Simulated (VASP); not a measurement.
Runs of VASP 6.6.1 on K3Ba. Symmetry: Fm-3m, No. 225, cubic system. The conventional cell has a = 10.487 Å, b = 10.487 Å, c = 10.487 Å, α = 90.00°, β = 90.00°, γ = 90.00°. 

```tsv
k mesh	gap on the mesh (eV)	pressure (GPa)
3 × 3 × 3	none	(a)
5 × 5 × 5	none	-0.6
2 × 2 × 2	none	-0.8
4 × 4 × 4	none	-0.6
```

Alike in all rows: task single point; level LDA; potentials or basis VASP PAW LDA potentials, release 64 (K_sv, Ba_sv); no spin polarisation; cell as given; cutoff (eV) 520; smearing methfessel-paxton 0.1 eV.

Estimate the missing entries.

(a) -0.7.

Caveats: some runs use coarse meshes; spin-orbit coupling is left out, which moves the levels of the heavy elements.

A k mesh can miss the band edges, and the runs leave out spin-orbit coupling on Ba.

A gap of «none» marks levels without a gap at the run's occupations.
